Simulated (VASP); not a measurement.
# BaTiO3 (R3m) in VASP: further runs

Runs on BaTiO3. Level: r2SCAN. Tasks: single point.

Program: VASP 6.6.1. These are calculated values, not measurements. Logs are shortened: lines on timing, memory, paths and dates and some standing lists are left out, and cuts for length are marked.

### 1 The cell of the first run

It takes space group R3m (No. 160, trigonal). Conventional cell: a = 5.680 Å, b = 5.680 Å, c = 6.994 Å, α = 90.00°, β = 90.00°, γ = 120.00°. Ba (site symmetry 3m) has 9 O at 2.45 to 2.88 Å and 1 Ti at 2.80 Å within 3.2 Å. Ti (site symmetry 3m) has 6 O at 1.87 to 2.16 Å within 2.5 Å. O (site symmetry m) has 2 Ti at 1.87 to 2.16 Å and 1 Ba at 2.45 Å within 2.5 Å.

### 2 Single point, r2SCAN (atom 1 (Ba) moved +0.600 Å towards its neighbour atom 2 (Ti) at 3.403 Å)

File POSCAR:

```
BaTiO3
1.0
    2.8400536833      1.6397057586      2.3314328269
   -2.8400536833      1.6397057586      2.3314328269
    0.0000000000     -3.2794115171      2.3314328269
Ba Ti O
1 1 3
Direct
   -0.0829990528     -0.0829990528     -0.0829990528
    0.5162478494      0.5162478494      0.5162478494
    0.4897536543      0.4897536543      0.9801597377
    0.4897536543      0.9801597377      0.4897536543
    0.9801597377      0.4897536543      0.4897536543
```

File INCAR.step1:

```
ALGO = Normal
EDIFF = 1E-4
ENCUT = 520
GGA = PE
ISMEAR = 0
LASPH = True
LCHARG = False
LREAL = False
LWAVE = True
NBANDS = 28
NELM = 80
PREC = Accurate
SIGMA = 0.05
```

File INCAR.step2:

```
ALGO = Normal
EDIFF = 1E-6
ENCUT = 520
ISIF = 2
ISMEAR = 0
ISTART = 1
LASPH = True
LCHARG = False
LMIXTAU = True
LREAL = False
LWAVE = False
METAGGA = R2SCAN
NBANDS = 28
NELM = 80
PREC = Accurate
SIGMA = 0.05
```

File KPOINTS:

```
k-points
0
Gamma
  6 6 6
```

Potentials or basis: VASP PAW PBE potentials, release 64 (Ba_sv, Ti_sv, O).

Run with:

```bash
$ cat potpaw_PBE.64/Ba_sv/POTCAR potpaw_PBE.64/Ti_sv/POTCAR potpaw_PBE.64/O/POTCAR > POTCAR
$ cp INCAR.step1 INCAR
$ mpirun -np 1 vasp_std > vasp.out
$ cp INCAR.step2 INCAR
$ mpirun -np 1 vasp_std > vasp.out
```

OUTCAR:

```text
EDIFF = 1E-6
   ENCUT = 520
   ISIF = 2
   ISMEAR = 0
   ISTART = 1
   LASPH = True
   LREAL = False
   METAGGA = R2SCAN
   NELM = 80
   PREC = Accurate

 ion  position               nearest neighbor table
   1  0.917  0.917  0.917-   4 2.45   5 2.45   3 2.45   2 2.80   4 2.88   5 2.88   3 2.88   3 2.88
                             4 2.88   5 2.88   4 3.28   5 3.28   3 3.28   2 3.31   2 3.31   2 3.31
   2  0.516  0.516  0.516-   3 1.87   4 1.87   5 1.87   3 2.16   4 2.16   5 2.16   1 2.80   1 3.31
                             1 3.31   1 3.31   1 3.77   1 3.77   1 3.77
   3  0.490  0.490  0.980-   2 1.87   2 2.16   1 2.45   1 2.88   1 2.88   1 3.28
   4  0.490  0.980  0.490-   2 1.87   2 2.16   1 2.45   1 2.88   1 2.88   1 3.28
   5  0.980  0.490  0.490-   2 1.87   2 2.16   1 2.45   1 2.88   1 2.88   1 3.28

  LATTYP: Found a trigonal (rhomboedric) cell.
 ALAT       =     4.0236946859
 COS(alpha) =     0.0036015225

  Lattice vectors:

 A1 = (   2.8400536833,   1.6397057586,   2.3314328269)
 A2 = (  -2.8400536833,   1.6397057586,   2.3314328269)
 A3 = (   0.0000000000,  -3.2794115171,   2.3314328269)

Analysis of symmetry for initial positions (statically):
=====================================================================
 Subroutine PRICEL returns:
 Original cell was already a primitive cell.

 Routine SETGRP: Setting up the symmetry group for a
 trigonal (rhombohedral) supercell.

 Subroutine GETGRP returns: Found  6 space group operations
 (whereof  6 operations were pure point group operations)
 out of a pool of 12 trial point group operations.

The static configuration has the point symmetry C_3v.

Analysis of symmetry for dynamics (positions and initial velocities):
=====================================================================
 Subroutine PRICEL returns:
 Original cell was already a primitive cell.

 Routine SETGRP: Setting up the symmetry group for a
 trigonal (rhombohedral) supercell.

 Subroutine GETGRP returns: Found  6 space group operations
 (whereof  6 operations were pure point group operations)
 out of a pool of 12 trial point group operations.

The dynamic configuration has the point symmetry C_3v.

 Subroutine INISYM returns: Found  6 space group operations
 (whereof  6 operations are pure point group operations),
 and found     1 'primitive' translations

----------------------------------------------------------------------------------------

                                     Primitive cell

  volume of cell :      65.1428

  direct lattice vectors                    reciprocal lattice vectors
     2.840053683  1.639705759  2.331432827     0.176053010  0.101644253  0.142973595
    -2.840053683  1.639705759  2.331432827    -0.176053010  0.101644253  0.142973595
     0.000000000 -3.279411517  2.331432827     0.000000000 -0.203288506  0.142973595

  length of vectors
     4.023694686  4.023694686  4.023694686     0.248531015  0.248531015  0.248531015

  position of ions in fractional coordinates (direct lattice)
     0.917000947  0.917000947  0.917000947
     0.516247849  0.516247849  0.516247849
     0.489753654  0.489753654  0.980159738
     0.489753654  0.980159738  0.489753654
     0.980159738  0.489753654  0.489753654

  ion indices of the primitive-cell ions
   primitive index   ion index
                 1           1
                 2           2
                 3           3
                 4           4
                 5           5

----------------------------------------------------------------------------------------

 KPOINTS: k-points

Automatic generation of k-mesh.
 Grid dimensions read from file:
 generate k-points for:    6    6    6

 Generating k-lattice:

  Cartesian coordinates                     Fractional coordinates (reciprocal lattice)
     0.029342168  0.016940709  0.023828933     0.166666667 -0.000000000 -0.000000000
    -0.029342168  0.016940709  0.023828933    -0.000000000  0.166666667 -0.000000000
     0.000000000 -0.033881418  0.023828933    -0.000000000 -0.000000000  0.166666667

  Length of vectors
     0.041421836  0.041421836  0.041421836

  Shift w.r.t. Gamma in fractional coordinates (k-lattice)
     0.000000000  0.000000000  0.000000000

 Subroutine IBZKPT returns following result:
 ===========================================

 Found     32 irreducible k-points:

 Following reciprocal coordinates:
            Coordinates               Weight
  0.000000  0.000000  0.000000      1.000000
  0.166667 -0.000000 -0.000000      6.000000
  0.333333 -0.000000 -0.000000      6.000000
  0.500000 -0.000000 -0.000000      3.000000
  0.166667  0.166667 -0.000000      6.000000
  0.333333  0.166667 -0.000000     12.000000
[... 16 lines left out ...]
  0.500000  0.500000  0.166667      6.000000
 -0.333333  0.500000  0.166667     12.000000
 [... further k-points ...]
   k-points           NKPTS =     32   k-points in BZ     NKDIM =     32   number of bands    NBANDS=     28
[... 39 lines left out ...]
  Fermi-wavevector in a.u.,A,eV,Ry     =   1.391466  2.629490 26.343298  1.936178
  Thomas-Fermi vector in A             =   2.515302
   LORBIT       =      0    0 simple, 1 ext, 2 COOP (PROOUT), +10 PAW based schemes
   METAGGA = R2SCAN    functional components
   LHFCALC =     F    Hartree Fock is set to
   AEXX    =    0.0000 exact exchange contribution
   IVDW    =     0    specifies the selected vdW correction
   LEPSILON=     F    determine dielectric tensor
   LRPA    =     F    only Hartree local field effects (RPA)
 non-spin polarized calculation
 Gauss-broadening in eV      SIGMA  =   0.05
  energy-cutoff  :      520.00
  volume of cell :       65.14
 maximum number of plane-waves:      1776
 NGX is ok and might be reduce to    30
   NGX = 15   NGY = 15   NGZ = 15

 number of electron      40.0000008 magnetization

 Free energy of the ion-electron system (eV)
  ---------------------------------------------------
  ext. energy  EPLUGINS =         0.00000000
  ---------------------------------------------------
  free energy    TOTEN  =       -72.74938544 eV

  energy without entropy =      -72.74938544  energy(sigma->0) =      -72.74938544

 E-fermi :   3.4699     XC(G=0): -11.7322

 val. band max:        3.1796307506   @ k =   0.5000   0.5000   0.5000
 cond. band min:       5.7546453637   @ k =   0.0000   0.0000   0.0000
 fundamental gap:      2.5750146131
 Fermi energy:         3.4698658723

 k-point     1 :       0.0000    0.0000    0.0000
  band No.  band energies     occupation
      1     -55.3783      2.00000
      2     -30.6567      2.00000
      3     -30.5692      2.00000
      4     -30.5692      2.00000
      5     -22.1289      2.00000
      6     -14.5652      2.00000
[... 20 lines left out ...]
     27       9.6424      0.00000
     28      11.2804      0.00000

 k-point     2 :       0.1667   -0.0000   -0.0000
  band No.  band energies     occupation
      1     -55.3780      2.00000
      2     -30.6617      2.00000
      3     -30.5780      2.00000
      4     -30.5688      2.00000
      5     -22.0954      2.00000
      6     -14.6138      2.00000
[... 20 lines left out ...]
     27       9.9703      0.00000
     28      11.8892      0.00000

 k-point     3 :       0.3333   -0.0000   -0.0000
  band No.  band energies     occupation
      1     -55.3774      2.00000
      2     -30.6758      2.00000
      3     -30.5912      2.00000
      4     -30.5679      2.00000
      5     -22.0267      2.00000
      6     -14.7828      2.00000
[... 20 lines left out ...]
     27      10.7744      0.00000
     28      12.8040      0.00000

 k-point     4 :       0.5000   -0.0000   -0.0000
  band No.  band energies     occupation
      1     -55.3771      2.00000
      2     -30.6847      2.00000
      3     -30.5958      2.00000
      4     -30.5674      2.00000
      5     -21.9916      2.00000
      6     -14.8790      2.00000
[... 578 lines left out ...]
     27      11.5354      0.00000
     28      12.7128      0.00000

 k-point    23 :       0.5000    0.5000    0.1667
  band No.  band energies     occupation
      1     -55.3758      2.00000
      2     -30.6987      2.00000
      3     -30.6221      2.00000
      4     -30.5896      2.00000
      5     -21.8771      2.00000
      6     -14.3536      2.00000
[... 20 lines left out ...]
     27      12.3859      0.00000
     28      12.9592      0.00000

 k-point    24 :      -0.3333    0.5000    0.1667
  band No.  band energies     occupation
      1     -55.3761      2.00000
      2     -30.6940      2.00000
      3     -30.6153      2.00000
      4     -30.5887      2.00000
      5     -21.9003      2.00000
      6     -14.4452      2.00000
[... 20 lines left out ...]
     27      12.0691      0.00000
     28      12.9445      0.00000

 [... further k-points ...]

------------------------ aborting loop because EDIFF is reached ----------------------------------------

  FORCE on cell =-STRESS in cart. coord.  units (eV):
  Direction    XX          YY          ZZ          XY          YZ          ZX
  --------------------------------------------------------------------------------------
  -------------------------------------------------------------------------------------
  Total        2.2445958      2.2445958     10.7733159      0.0000000      0.0000000      0.0000000
  in kB       55.2054690     55.2054690    264.9679512      0.0000000      0.0000000      0.0000000
  external PRESSURE =     125.1262964 kB  Pullay stress =       0.0000000 kB

 VOLUME and BASIS-vectors are now :
 -----------------------------------------------------------------------------
  energy-cutoff  :      520.00
  volume of cell :       65.14
      direct lattice vectors                 reciprocal lattice vectors
     2.840053683  1.639705759  2.331432827     0.176053010  0.101644253  0.142973595
    -2.840053683  1.639705759  2.331432827    -0.176053010  0.101644253  0.142973595
     0.000000000 -3.279411517  2.331432827     0.000000000 -0.203288506  0.142973595

 POSITION                                       TOTAL-FORCE (eV/Angst)
 -----------------------------------------------------------------------------------
      0.00000      0.00000      6.41378        -0.000000      0.000000      6.402783
      0.00000      0.00000      3.61079        -0.000000     -0.000000     -3.325540
      0.00000     -1.60824      4.56883        -0.000000     -0.390924     -1.025748
     -1.39278      0.80412      4.56883        -0.338550      0.195462     -1.025748
      1.39278      0.80412      4.56883         0.338550      0.195462     -1.025748
 -----------------------------------------------------------------------------------
    total drift:                               -0.000000     -0.000001      0.005258

  FREE ENERGIE OF THE ION-ELECTRON SYSTEM (eV)
  ---------------------------------------------------
  free  energy   TOTEN  =       -72.7493854385 eV

  energy  without entropy=      -72.7493854385  energy(sigma->0) =      -72.74938544
```

Run time: 5.4 min. Hardware: 1 thread of AMD EPYC, shared host; peak memory 0.18 GiB.

What came out:

| Property | Result |
| --- | --- |
| Free energy | -72.7494 eV |
| Pressure | 12.5 GPa |
| Largest force | 6.403 eV/Å |
| Band gap on the k mesh | 2.58 eV, indirect (least direct gap 2.84 eV) |

Forces in eV/Å, atoms in the order of the input:
```
Ba   0.000  0.000  6.403
Ti   0.000  0.000 -3.326
O    0.000 -0.391 -1.026
O   -0.339  0.195 -1.026
O    0.339  0.195 -1.026
```

Stress tensor (GPa, compression positive):
```
 5.52  0.00  0.00
 0.00  5.52  0.00
 0.00  0.00 26.50
```

Levels at points of the mesh, in eV from the valence-band top:
| k point | band 18 | band 19 | band 20 | band 21 | band 22 | band 23 |
| --- | --- | --- | --- | --- | --- | --- |
| (0.00, 0.00, 0.00) | -0.58 | -0.58 | -0.27 | 2.57 | 2.79 | 2.79 |
| (0.50, 0.00, 0.00) | -0.97 | -0.94 | -0.93 | 2.84 | 3.98 | 4.21 |
| (0.50, 0.50, 0.00) | -1.07 | -0.70 | -0.08 | 3.98 | 4.21 | 4.58 |
| (0.50, 0.50, 0.50) | -0.28 | -0.28 | 0.00 | 4.20 | 4.79 | 4.79 |

Caveat: the cell differs from its parent crystal (atom 1 (Ba) moved +0.600 Å towards its neighbour atom 2 (Ti) at 3.403 Å); the PAW data sets were made with another functional, which shifts forces and pressure a little; spin-orbit coupling is left out, which moves the levels of the heavy elements. A k mesh can miss the band edges.

### 3 Single point, r2SCAN (atom 1 (Ba) moved -0.450 Å towards its neighbour atom 2 (Ti) at 3.403 Å)

POSCAR: that of step 2 with these lines changed.

```diff
@@ -8,3 +8,3 @@
 Direct
-   -0.0829990528     -0.0829990528     -0.0829990528
+    0.0671232222      0.0671232222      0.0671232222
     0.5162478494      0.5162478494      0.5162478494
```

File INCAR.step1:

```
SYSTEM = BaTiO3
  PREC = Accurate
  ENCUT = 520
  ISMEAR = 0
  SIGMA = 0.05
  LREAL = .FALSE.
  LASPH = .TRUE.
  NELM = 80
  NBANDS = 28
  GGA = PE
  ALGO = Normal
  EDIFF = 1E-4
  LWAVE = .TRUE.
  LCHARG = .FALSE.
```

File INCAR.step2:

```
SYSTEM = BaTiO3
  PREC = Accurate
  ENCUT = 520
  EDIFF = 1E-6
  ISMEAR = 0
  SIGMA = 0.05
  LREAL = .FALSE.
  LASPH = .TRUE.
  NELM = 80
  ALGO = Normal
  ISIF = 2
  LWAVE = .FALSE.
  LCHARG = .FALSE.
  METAGGA = R2SCAN
  LMIXTAU = .TRUE.
  NBANDS = 28
  ISTART = 1
```

File KPOINTS:

```
regular mesh
0
G
  6 6 6
  0 0 0
```

Potentials or basis: VASP PAW PBE potentials, release 64 (Ba_sv, Ti_sv, O).

Run with:

```bash
$ cat potpaw_PBE.64/Ba_sv/POTCAR potpaw_PBE.64/Ti_sv/POTCAR potpaw_PBE.64/O/POTCAR > POTCAR
$ cp INCAR.step1 INCAR
$ mpirun -np 1 vasp_std > vasp.out
$ cp INCAR.step2 INCAR
$ mpirun -np 1 vasp_std > vasp.out
```

Wall time 5.3 min (1 thread of AMD EPYC, shared host); peak memory 0.18 GiB.

Results (log left out):

* Free energy: -73.3694 eV
* Pressure: 9.9 GPa
* Largest force: 4.633 eV/Å
* Band gap on the k mesh: 2.82 eV, indirect (least direct gap 3.30 eV)

Forces on the atoms (eV/Å):
```
Ba   0.000  0.000 -4.633
Ti   0.000  0.000  1.605
O    0.000  0.412  1.010
O    0.357 -0.206  1.010
O   -0.357 -0.206  1.010
```

Stress tensor (GPa, compression positive):
```
 6.53  0.00  0.00
 0.00  6.53  0.00
 0.00  0.00 16.55
```

Levels at points of the mesh, in eV from the valence-band top:
```tsv
k point	band 17	band 18	band 19	band 20	band 21	band 22	band 23	band 24
(0.00, 0.00, 0.00)	-1.08	-0.62	-0.61	-0.61	2.82	2.82	3.07	4.74
(0.50, 0.00, 0.00)	-1.51	-1.32	-1.00	-0.88	2.91	3.98	4.23	4.70
(0.50, 0.50, 0.00)	-1.74	-0.81	-0.60	-0.07	4.11	4.12	4.56	5.22
(0.50, 0.50, 0.50)	-2.01	-0.30	-0.30	0.00	4.56	4.78	4.78	7.65
```

Caveat: the cell differs from its parent crystal (atom 1 (Ba) moved -0.450 Å towards its neighbour atom 2 (Ti) at 3.403 Å); the PAW data sets were made with another functional, which shifts forces and pressure a little; spin-orbit coupling is left out, which moves the levels of the heavy elements. A k mesh can miss the band edges.

### 4 Single point, r2SCAN (atom 1 (Ba) moved +0.300 Å towards its neighbour atom 2 (Ti) at 3.403 Å)

POSCAR: that of step 3 with these lines changed.

```diff
@@ -8,3 +8,3 @@
 Direct
-    0.0671232222      0.0671232222      0.0671232222
+   -0.0401069743     -0.0401069743     -0.0401069743
     0.5162478494      0.5162478494      0.5162478494
```

File INCAR.step1:

```
SYSTEM = BaTiO3
  ALGO = Normal
  EDIFF = 1E-4
  ENCUT = 520
  GGA = PE
  ISMEAR = 0
  LASPH = .TRUE.
  LCHARG = .FALSE.
  LREAL = .FALSE.
  LWAVE = .TRUE.
  NBANDS = 28
  NELM = 60
  PREC = Accurate
  SIGMA = 0.05
```

File INCAR.step2:

```
SYSTEM = BaTiO3
  ALGO = Normal
  EDIFF = 1E-6
  ENCUT = 520
  ISIF = 2
  ISMEAR = 0
  ISTART = 1
  LASPH = .TRUE.
  LCHARG = .FALSE.
  LMIXTAU = .TRUE.
  LREAL = .FALSE.
  LWAVE = .FALSE.
  METAGGA = R2SCAN
  NBANDS = 28
  NELM = 60
  PREC = Accurate
  SIGMA = 0.05
```

File KPOINTS:

```
k-points
0
G
  6 6 6
  0 0 0
```

Run with:

```bash
$ cat potpaw_PBE.64/Ba_sv/POTCAR potpaw_PBE.64/Ti_sv/POTCAR potpaw_PBE.64/O/POTCAR > POTCAR
$ cp INCAR.step1 INCAR
$ mpirun -np 1 vasp_std > vasp.out
$ cp INCAR.step2 INCAR
$ mpirun -np 1 vasp_std > vasp.out
```

Wall time 5.3 min (1 thread of AMD EPYC, shared host); peak memory 0.18 GiB.

It converged, with:

```
Free energy            : -73.9610 eV
Pressure               : 3.9 GPa
Largest force          : 2.203 eV/Å
Band gap on the k mesh : 2.80 eV, indirect (least direct gap 3.28 eV)
```

Forces in eV/Å, atoms in the order of the input:
```
Ba   0.000  0.000  2.203
Ti   0.000  0.000 -1.421
O    0.000 -0.060 -0.261
O   -0.052  0.030 -0.261
O    0.052  0.030 -0.261
```

Stress tensor (GPa, compression positive):
```
2.37 0.00 0.00
0.00 2.37 0.00
0.00 0.00 7.02
```

Levels at points of the mesh, in eV from the valence-band top:
```csv
k point,band 17,band 18,band 19,band 20,band 21,band 22,band 23,band 24
"(0.00, 0.00, 0.00)",-1.07,-0.51,-0.48,-0.48,2.80,2.80,2.85,4.79
"(0.50, 0.00, 0.00)",-1.67,-1.28,-1.02,-0.90,2.99,4.13,4.25,4.75
"(0.50, 0.50, 0.00)",-1.70,-0.94,-0.91,-0.09,4.18,4.25,4.59,5.40
"(0.50, 0.50, 0.50)",-2.22,-0.06,-0.06,0.00,4.52,4.84,4.84,7.22
```

Caveat: the cell differs from its parent crystal (atom 1 (Ba) moved +0.300 Å towards its neighbour atom 2 (Ti) at 3.403 Å); the PAW data sets were made with another functional, which shifts forces and pressure a little; spin-orbit coupling is left out, which moves the levels of the heavy elements. A k mesh can miss the band edges.

### 5 Single point, r2SCAN (atom 1 (Ba) moved +0.525 Å towards its neighbour atom 2 (Ti) at 3.403 Å)

POSCAR: that of step 4 with these lines changed.

```diff
@@ -8,3 +8,3 @@
 Direct
-   -0.0401069743     -0.0401069743     -0.0401069743
+   -0.0722760332     -0.0722760332     -0.0722760332
     0.5162478494      0.5162478494      0.5162478494
```

File INCAR.step1:

```
  PREC = Accurate
  ENCUT = 520
  ISMEAR = 0
  SIGMA = 0.05
  LREAL = F
  LASPH = T
  NELM = 100
  NBANDS = 28
  GGA = PE
  ALGO = Normal
  EDIFF = 1E-4
  LWAVE = T
  LCHARG = F
```

File INCAR.step2:

```
  PREC = Accurate
  ENCUT = 520
  EDIFF = 1E-7
  ISMEAR = 0
  SIGMA = 0.05
  LREAL = F
  LASPH = T
  NELM = 100
  ALGO = Normal
  ISIF = 2
  LWAVE = F
  LCHARG = F
  METAGGA = R2SCAN
  LMIXTAU = T
  NBANDS = 28
  ISTART = 1
```

File KPOINTS:

```
regular mesh
0
Gamma
  6 6 6
```

Run with:

```bash
$ cat potpaw_PBE.64/Ba_sv/POTCAR potpaw_PBE.64/Ti_sv/POTCAR potpaw_PBE.64/O/POTCAR > POTCAR
$ cp INCAR.step1 INCAR
$ mpirun -np 1 vasp_std > vasp.out
$ cp INCAR.step2 INCAR
$ mpirun -np 1 vasp_std > vasp.out
```

It took 5.3 min on 1 thread of AMD EPYC, shared host; peak memory 0.17 GiB.

Results (log left out):

* Free energy: -73.1768 eV
* Pressure: 9.6 GPa
* Largest force: 5.036 eV/Å
* Band gap on the k mesh: 2.66 eV, indirect (least direct gap 3.01 eV)

Forces in eV/Å, atoms in the order of the input:
```
Ba   0.000  0.000  5.036
Ti   0.000  0.000 -2.753
O    0.000 -0.237 -0.761
O   -0.205  0.118 -0.761
O    0.205  0.118 -0.761
```

Stress tensor (GPa, compression positive):
```
 4.30  0.00  0.00
 0.00  4.30  0.00
 0.00  0.00 20.19
```

Levels at points of the mesh, in eV from the valence-band top:
| k point | band 18 | band 19 | band 20 | band 21 | band 22 | band 23 |
| --- | --- | --- | --- | --- | --- | --- |
| (0.00, 0.00, 0.00) | -0.55 | -0.55 | -0.35 | 2.66 | 2.79 | 2.79 |
| (0.50, 0.00, 0.00) | -1.02 | -0.99 | -0.95 | 2.89 | 4.03 | 4.22 |
| (0.50, 0.50, 0.00) | -1.04 | -0.78 | -0.09 | 4.05 | 4.22 | 4.58 |
| (0.50, 0.50, 0.50) | -0.21 | -0.21 | 0.00 | 4.30 | 4.81 | 4.81 |

Caveat: the cell differs from its parent crystal (atom 1 (Ba) moved +0.525 Å towards its neighbour atom 2 (Ti) at 3.403 Å); the PAW data sets were made with another functional, which shifts forces and pressure a little; spin-orbit coupling is left out, which moves the levels of the heavy elements. A k mesh can miss the band edges.
